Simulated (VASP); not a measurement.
Here is a VASP 6.6.1 calculation.

The input INCAR:

```
SYSTEM = Si16Ni16H
ALGO = Normal ; EDIFF = 1E-7
ENCUT = 520 ; GGA = PE
ISIF = 2 ; ISMEAR = 1
LASPH = .TRUE. ; LCHARG = .FALSE.
LREAL = Auto ; LWAVE = .FALSE.
NBANDS = 134 ; NELM = 60
PREC = Accurate ; SIGMA = 0.1
```

Contents of KPOINTS:

```
k-points
0
G
  1 1 1
  0 0 0
```

The input POSCAR:

```
Si16Ni16H
1.0
   -5.1384090200      3.3970617200      5.5985037800
    5.1384090200     -3.3970617200      5.5985037800
    5.1384090200      3.3970617200     -5.5985037800
Si Ni H
16 16 1
Direct
    0.1645580218      0.2068050315      0.7925120533
    0.1542105314      0.6927651095      0.2887796167
    0.6653343969      0.2077206682      0.2925813963
    0.6640907331      0.7041667527      0.7902605434
    0.3289203772      0.2920693004      0.2139074186
    0.3261034265      0.7920431705      0.7140388583
    0.8285446297      0.2920644201      0.7135016429
    0.8282838684      0.7920127515      0.2162564587
    0.3306877552      0.1346753687      0.5542331041
    0.3267003107      0.6172413054      0.0407206846
    0.8272192408      0.1174959604      0.0404586545
    0.8261692914      0.6186793180      0.5427231414
    0.1613708635      0.3816762005      0.4621714554
    0.1633678475      0.8799366578      0.9605740946
    0.6698340533      0.3816977823      0.9706652459
    0.6697396728      0.8799773626      0.4669023977
    0.4650379881      0.0963874529      0.8839467139
    0.4632163822      0.5968315207      0.3828076161
    0.9626663107      0.0963547264      0.3815656993
    0.9642557609      0.5968549485      0.8838739255
    0.0269742894      0.3957029632      0.1190453995
    0.0292662497      0.9020824945      0.6231742552
    0.5285449589      0.4026079614      0.6243867242
    0.5277330804      0.9011724053      0.1237145245
    0.0286779213      0.4118758217      0.6341746447
    0.0269307002      0.9083616083      0.1312584890
    0.5279689601      0.4119055272      0.1334751129
    0.5273579953      0.9083829718      0.6316268085
    0.4651686484      0.0902861125      0.3754857768
    0.4640088665      0.5873397194      0.8735776479
    0.9640313775      0.0859863290      0.8723054281
    0.9611981380      0.5857141230      0.3748273048
    0.3070752433      0.9211292763      0.3640158798
```

Potentials or basis: VASP PAW PBE potentials, release 64 (Si, Ni, H).

Command:

```sh
$ cat potpaw_PBE.64/Si/POTCAR potpaw_PBE.64/Ni/POTCAR potpaw_PBE.64/H/POTCAR > POTCAR
$ mpirun -np 1 vasp_gam > vasp.out
```

What does it give for the largest force?

0.027 eV/Å.

What does it give for the pressure?

0.1 GPa.

Forces on the atoms (eV/Å):
```
Si   0.003  0.001  0.000
Si  -0.011  0.002  0.000
Si   0.000  0.003  0.002
Si  -0.001  0.002  0.012
Si  -0.005 -0.002 -0.006
Si   0.006 -0.010  0.000
Si  -0.004 -0.002 -0.006
Si   0.006  0.006 -0.001
Si  -0.002  0.002 -0.006
Si   0.012  0.002 -0.007
Si   0.012  0.002 -0.009
Si   0.010  0.003 -0.001
Si  -0.007  0.006  0.004
Si  -0.010  0.000  0.010
Si  -0.009 -0.010  0.005
Si  -0.011 -0.003  0.008
Ni   0.016 -0.006 -0.017
Ni   0.014  0.002 -0.009
Ni   0.017  0.007 -0.016
Ni   0.012 -0.002 -0.011
Ni   0.006 -0.001  0.013
Ni  -0.023 -0.001  0.013
Ni  -0.022  0.000  0.013
Ni  -0.017  0.000  0.012
Ni   0.009  0.003  0.001
Ni   0.009 -0.005 -0.003
Ni   0.009 -0.004  0.000
Ni   0.009  0.004 -0.006
Ni  -0.003 -0.001  0.021
Ni  -0.007  0.001  0.002
Ni  -0.015  0.000 -0.007
Ni  -0.006  0.001 -0.002
H    0.005  0.003 -0.009
```

Caveat: the k points lie up to 1.11 Å⁻¹ apart. Spin polarisation is off, so any magnetic state and its effect on volume and gap are missing.
